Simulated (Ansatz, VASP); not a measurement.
Ta: VASP beside Ansatz

```
Ta
1.0
    -1.61757    1.61757    1.61757
     1.61757   -1.61757    1.61757
     1.61757    1.61757   -1.61757
Ta
1
Cartesian
  0.0000 0.0000 0.0000
```

Change from the starting cell: volume scaled by 0.94, crystal datasets.

Alike in both runs: task electric field gradients; functional PBE; k mesh 17 × 17 × 17; occupations fermi-dirac, width 0.08 eV; no spin polarisation.

```csv
,VASP,Ansatz
version,VASP 6.6.1,Ansatz 0.2.0
potentials or method,"VASP PAW PBE potentials, release 64 (Ta_pv), cutoff 520 eV","all-electron PAW with datasets made for the crystal, scalar-relativistic"
```

Ansatz gave:

```
pressure (GPa) : 17.4
```

Estimate VASP's values.

pressure (GPa): 17.8.

Ansatz ran all-electron here, and VASP with PAW potentials.

Spin-orbit coupling is off throughout.
